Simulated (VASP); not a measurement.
Here is a VASP 6.6.1 calculation.

Contents of INCAR:

```
SYSTEM = TePb
PREC = Accurate ; ENCUT = 520
EDIFF = 1E-6 ; ISMEAR = -1
SIGMA = 0.05 ; LREAL = .FALSE.
LASPH = .TRUE. ; NELM = 150
ALGO = Normal ; ISIF = 2
LWAVE = .FALSE. ; LCHARG = .TRUE.
MAGMOM = 0 0 0 0 0 0 ; LORBIT = 11
LSORBIT = .TRUE. ; GGA_COMPAT = .FALSE.
LORBMOM = .TRUE. ; GGA = CA
LVHAR = .TRUE. ; NBANDS = 32
```

Contents of KPOINTS:

```
Automatic mesh
0
G
  5 5 5
  0 0 0
```

POSCAR

```
TePb
1.0
    4.0022870000      0.0000000000      0.0000000000
    0.0000000000      4.0022870000      0.0000000000
    0.0000000000      0.0000000000      4.0022870000
Pb Te
1 1
Direct
    0.0000000000      0.0000000000      0.0000000000
    0.5000000000      0.5000000000      0.5000000000
```

Potentials or basis: VASP PAW LDA potentials, release 64 (Pb_d, Te).

Launch:

```console
$ cat potpaw_LDA.64/Pb_d/POTCAR potpaw_LDA.64/Te/POTCAR > POTCAR
$ mpirun -np 1 vasp_ncl > vasp.out
```

(1) Estimate the pressure.

(2) What does it give for the net moment?

## Answers

(1) -3.8 GPa.

(2) 0.00 μB per cell.
